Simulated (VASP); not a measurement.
# MgB2 (P6/mmm) in VASP: a series of runs

MgB2 is run at these levels: PBE; tasks: relaxation of shape and atoms at fixed volume, single point, relaxation of cell and atoms.

Program: VASP 6.6.1. These are calculated values, not measurements. Logs are shortened: lines on timing, memory, paths and dates and some standing lists are left out, and cuts for length are marked.

### 1 The cell of the first run

The structure is hexagonal, space group P6/mmm (No. 191). Conventional cell: a = 3.127 Å, b = 3.127 Å, c = 3.616 Å, α = 90.00°, β = 90.00°, γ = 120.00°. Within 3.4 Å of Mg (site symmetry 6/mmm) lie 12 B at 2.55 Å and 6 Mg at 3.13 Å. Within 2.4 Å of B (site symmetry -6m2) lie 3 B at 1.81 Å.

### 2 Relaxation of shape and atoms at fixed volume, PBE (volume scaled by 1.06)

Input file INCAR:

```
  PREC = Accurate
  ENCUT = 600
  EDIFF = 1E-7
  ISMEAR = 0
  SIGMA = 0.1
  LREAL = False
  LASPH = True
  NELM = 100
  ALGO = Normal
  ISIF = 4
  LWAVE = False
  LCHARG = False
  GGA = PE
  IBRION = 2
  NSW = 50
  EDIFFG = -0.01
```

Input file KPOINTS:

```
Automatic mesh
0
Gamma
  15 15 12
```

Input file POSCAR:

```
MgB2
1.0
    3.1266667264      0.0000000000      0.0000000000
   -1.5633333632      2.7077728142      0.0000000000
    0.0000000000      0.0000000000      3.6162632321
Mg B
1 2
Direct
    0.0000000000      0.0000000000      0.0000000000
    0.3333333333      0.6666666667      0.5000000000
    0.6666666667      0.3333333333      0.5000000000
```

Potentials or basis: VASP PAW PBE potentials, release 64 (Mg, B).

On the command line:

```console
cat potpaw_PBE.64/Mg/POTCAR potpaw_PBE.64/B/POTCAR > POTCAR
mpirun -np 1 vasp_std > vasp.out
```

OUTCAR:

```text
PREC = Accurate
   ENCUT = 600
   EDIFF = 1E-7
   ISMEAR = 0
   LREAL = False
   LASPH = True
   NELM = 100
   ISIF = 4
   GGA = PE
   IBRION = 2
   NSW = 50
   EDIFFG = -0.01

 ion  position               nearest neighbor table
   1  0.000  0.000  0.000-   2 2.55   3 2.55   2 2.55   3 2.55   2 2.55   2 2.55   3 2.55   3 2.55
                             3 2.55   3 2.55   2 2.55   2 2.55
   2  0.333  0.667  0.500-   3 1.81   3 1.81   3 1.81   1 2.55   1 2.55   1 2.55   1 2.55   1 2.55
                             1 2.55
   3  0.667  0.333  0.500-   2 1.81   2 1.81   2 1.81   1 2.55   1 2.55   1 2.55   1 2.55   1 2.55
                             1 2.55

  LATTYP: Found a hexagonal cell.
 ALAT       =     3.1266667264
 C/A-ratio  =     1.1565873656

  Lattice vectors:

 A1 = (   3.1266667264,   0.0000000000,   0.0000000000)
 A2 = (  -1.5633333632,   2.7077728142,   0.0000000000)
 A3 = (   0.0000000000,   0.0000000000,   3.6162632321)

Analysis of symmetry for initial positions (statically):
=====================================================================
 Subroutine PRICEL returns:
 Original cell was already a primitive cell.

 Routine SETGRP: Setting up the symmetry group for a
 hexagonal supercell.

 Subroutine GETGRP returns: Found 24 space group operations
 (whereof 24 operations were pure point group operations)
 out of a pool of 24 trial point group operations.

The static configuration has the point symmetry D_6h.

Analysis of symmetry for dynamics (positions and initial velocities):
=====================================================================
 Subroutine PRICEL returns:
 Original cell was already a primitive cell.

 Routine SETGRP: Setting up the symmetry group for a
 hexagonal supercell.

 Subroutine GETGRP returns: Found 24 space group operations
 (whereof 24 operations were pure point group operations)
 out of a pool of 24 trial point group operations.

The dynamic configuration has the point symmetry D_6h.

 Subroutine INISYM returns: Found 24 space group operations
 (whereof 24 operations are pure point group operations),
 and found     1 'primitive' translations

----------------------------------------------------------------------------------------

                                     Primitive cell

  volume of cell :      30.6164

  direct lattice vectors                    reciprocal lattice vectors
     3.126666726  0.000000000  0.000000000     0.319829418  0.184653601  0.000000000
    -1.563333363  2.707772814  0.000000000     0.000000000  0.369307201  0.000000000
     0.000000000  0.000000000  3.616263232     0.000000000  0.000000000  0.276528542

  length of vectors
     3.126666726  3.126666726  3.616263232     0.369307201  0.369307201  0.276528542

  position of ions in fractional coordinates (direct lattice)
     0.000000000  0.000000000  0.000000000
     0.333333333  0.666666667  0.500000000
     0.666666667  0.333333333  0.500000000

  ion indices of the primitive-cell ions
   primitive index   ion index
                 1           1
                 2           2
                 3           3

----------------------------------------------------------------------------------------

 KPOINTS: Automatic mesh

Automatic generation of k-mesh.
 Grid dimensions read from file:
 generate k-points for:   15   15   12

 Generating k-lattice:

  Cartesian coordinates                     Fractional coordinates (reciprocal lattice)
     0.021321961  0.012310240  0.000000000     0.066666667  0.000000000  0.000000000
     0.000000000  0.024620480  0.000000000     0.000000000  0.066666667  0.000000000
     0.000000000  0.000000000  0.023044045     0.000000000  0.000000000  0.083333333

  Length of vectors
     0.024620480  0.024620480  0.023044045

  Shift w.r.t. Gamma in fractional coordinates (k-lattice)
     0.000000000  0.000000000  0.000000000

 Subroutine IBZKPT returns following result:
 ===========================================

 Found    189 irreducible k-points:

 Following reciprocal coordinates:
            Coordinates               Weight
  0.000000  0.000000  0.000000      1.000000
  0.066667  0.000000  0.000000      6.000000
  0.133333 -0.000000  0.000000      6.000000
  0.200000  0.000000  0.000000      6.000000
  0.266667 -0.000000  0.000000      6.000000
  0.333333  0.000000  0.000000      6.000000
[... 16 lines left out ...]
  0.333333  0.200000  0.000000     12.000000
  0.400000  0.200000  0.000000      6.000000
 [... further k-points ...]
   k-points           NKPTS =    189   k-points in BZ     NKDIM =    189   number of bands    NBANDS=      8
   number of dos      NEDOS =    301   number of ions     NIONS =      3
   total plane-waves  NPLWV =  23520
   dimension x,y,z NGX =    28 NGY =   28 NGZ =   30
   dimension x,y,z NGXF=    56 NGYF=   56 NGZF=   60
   ions per type =               1   2
   NGX,Y,Z   is equivalent  to a cutoff of  14.89, 14.89, 13.79 a.u.
   NGXF,Y,Z  is equivalent  to a cutoff of  29.78, 29.78, 27.58 a.u.
 SYSTEM =  unknown system
   PREC   = accura    normal or accurate (medium, high low for compatibility)
   ISTART =      0    job   : 0-new  1-cont  2-samecut
   ICHARG =      2    charge: 1-file 2-atom 10-const
   ISPIN  =      1    spin polarized calculation?
   LNONCOLLINEAR =      F non collinear calculations
   LSORBIT =      F    spin-orbit coupling
   LASPH  =      T    aspherical Exc in radial PAW
   ENCUT  =  600.0 eV  44.10 Ry    6.64 a.u.   6.24  6.24  7.22*2*pi/ulx,y,z
   NELM   =    100;   NELMIN=  2; NELMDL= -5     # of ELM steps
   EDIFF  = 0.1E-06   stopping-criterion for ELM
   LREAL  =      F    real-space projection
   EDIFFG = -.1E-01   stopping-criterion for IOM
   NSW    =     50    number of steps for IOM
   IBRION =      2    ionic relax: 0-MD 1-quasi-New 2-CG
   NFREE  =      1    steps in history (QN), initial steepest desc. (CG)
   ISIF   =      4    stress and relaxation
   ISYM   =      2    0-nonsym 1-usesym 2-fastsym
   POTIM  = 0.5000    time-step for ionic-motion
   TEBEG  =    0.0;   TEEND  =   0.0 temperature during run
   PSTRESS=    0.0 pullay stress
   NELECT =       8.0000    total number of electrons
   NUPDOWN=      -1.0000    fix difference up-down
   EMIN   =  10.00;   EMAX   =-10.00  energy-range for DOS
   EFERMI =   0.00;   METHOD = LEGACY
   ISMEAR =     0;   SIGMA  =   0.10  broadening in eV -4-tet -1-fermi 0-gaus
   EFERMI_NEDOS =   21; number of points for ismear=-14 and -15
   IALGO  =     38    algorithm
   IMIX   =      4    mixing-type and parameters
     AMIX     =   0.40;   BMIX     =  1.00
     AMIX_MAG =   1.60;   BMIX_MAG =  1.00
  volume/ion in A,a.u.               =      10.21        68.87
  Fermi-wavevector in a.u.,A,eV,Ry     =   1.046615  1.977815 14.903857  1.095403
  Thomas-Fermi vector in A             =   2.181460
   LORBIT       =      0    0 simple, 1 ext, 2 COOP (PROOUT), +10 PAW based schemes
   GGA     = PE    functional components
   LHFCALC =     F    Hartree Fock is set to
   AEXX    =    0.0000 exact exchange contribution
   IVDW    =     0    specifies the selected vdW correction
   LEPSILON=     F    determine dielectric tensor
   LRPA    =     F    only Hartree local field effects (RPA)
 conjugate gradient relaxation of ions
 non-spin polarized calculation
 Gauss-broadening in eV      SIGMA  =   0.10
  energy-cutoff  :      600.00
  volume of cell :       30.62
 maximum number of plane-waves:      1046
 NGX is ok and might be reduce to    28
   NGX = 13   NGY = 13   NGZ = 15

--------------------------------------- Ionic step        1  -------------------------------------------

 number of electron       8.0000000 magnetization

 Free energy of the ion-electron system (eV)
  ---------------------------------------------------
  ext. energy  EPLUGINS =         0.00000000
  ---------------------------------------------------
  free energy    TOTEN  =       -15.28158969 eV

  energy without entropy =      -15.27789634  energy(sigma->0) =      -15.27974301

------------------------ aborting loop because EDIFF is reached ----------------------------------------

  FORCE on cell =-STRESS in cart. coord.  units (eV):
  Direction    XX          YY          ZZ          XY          YZ          ZX
  --------------------------------------------------------------------------------------
  -------------------------------------------------------------------------------------
  Total       -1.6263222     -1.6263222     -1.3435119     -0.0000000      0.0000000      0.0000000
  in kB      -85.1066136    -85.1066136    -70.3069502     -0.0000000      0.0000000      0.0000000
  external PRESSURE =     -80.1733925 kB  Pullay stress =       0.0000000 kB
[... 59 lines left out ...]
  energy  without entropy=      -15.2787411246  energy(sigma->0) =      -15.28041833

--------------------------------------- Ionic step        3  -------------------------------------------

 number of electron       8.0000000 magnetization

 Free energy of the ion-electron system (eV)
  ---------------------------------------------------
  ext. energy  EPLUGINS =         0.00000000
  ---------------------------------------------------
  free energy    TOTEN  =       -15.28210885 eV

  energy without entropy =      -15.27880853  energy(sigma->0) =      -15.28045869

 E-fermi :   4.8960     XC(G=0): -10.6995

 val. band max:        4.8657015018   @ k =   0.3333   0.1333   0.5000
 cond. band min:       4.9024723970   @ k =   0.0667   0.0667   0.2500
 fundamental gap:      0.0367708952
 Fermi energy:         4.8960191196

 k-point     1 :       0.0000    0.0000    0.0000
  band No.  band energies     occupation
      1      -7.2103      2.00000
      2       1.9005      2.00000
      3       5.3076      0.00000
      4       5.3076      0.00000
      5       6.1303      0.00000
      6      11.1544      0.00000
      7      11.1544      0.00000
      8      12.6910      0.00000
[... 243 lines left out ...]
 k-point    24 :       0.4000    0.2000    0.0000
  band No.  band energies     occupation
      1      -2.9866      2.00000
      2      -2.2671      2.00000
      3       0.6602      2.00000
      4       5.5915      0.00000
      5       7.4661      0.00000
      6      10.0876      0.00000
      7      10.6203      0.00000
      8      12.4090      0.00000

 [... further k-points ...]

------------------------ aborting loop because EDIFF is reached ----------------------------------------

  FORCE on cell =-STRESS in cart. coord.  units (eV):
  Direction    XX          YY          ZZ          XY          YZ          ZX
  --------------------------------------------------------------------------------------
  -------------------------------------------------------------------------------------
  Total       -1.4931061     -1.4931061     -1.4914799     -0.0000000      0.0000000      0.0000000
  in kB      -78.1353230    -78.1353230    -78.0502183     -0.0000000      0.0000000      0.0000000
  external PRESSURE =     -78.1069548 kB  Pullay stress =       0.0000000 kB
[... 18 lines left out ...]
  FREE ENERGIE OF THE ION-ELECTRON SYSTEM (eV)
  ---------------------------------------------------
  free  energy   TOTEN  =       -15.2821088538 eV

  energy  without entropy=      -15.2788085265  energy(sigma->0) =      -15.28045869

 reached required accuracy - stopping structural energy minimisation
```

Run time: 65 s. Hardware: 1 thread of Intel Xeon 6975P-C, shared host; peak memory 0.21 GiB.

Results:

- Free energy: -15.2821 eV
- Energy gained by relaxing: 0.2 meV/atom
- Ionic steps: 3
- Pressure after relaxing: -7.8 GPa
- Band gap on the k mesh: zero (band 4 reaches 6.58 eV, above the bottom of band 5 at 3.02 eV)

The path:
| step | energy change (eV) | largest force (eV/Å) | pressure (GPa) | volume (Å³) |
| --- | --- | --- | --- | --- |
| 1 | 0.0000 | 0.0000 | -8.02 | 30.62 |
| 2 | -0.0005 | 0.0000 | -7.84 | 30.62 |
| 3 | -0.0005 | 0.0000 | -7.81 | 30.62 |

Final structure:
```xyz
3
Lattice="3.1211 0.0000 0.0000 -1.5605 2.7029 0.0000 0.0000 0.0000 3.6292" Properties=species:S:1:pos:R:3 pbc="T T T"
Mg    0.0000    0.0000    0.0000
B     0.0000    1.8020    1.8146
B     1.5605    0.9010    1.8146
```

Caveat: the cell differs from its parent crystal (volume scaled by 1.06).

(Continued in part 2 of 2.)
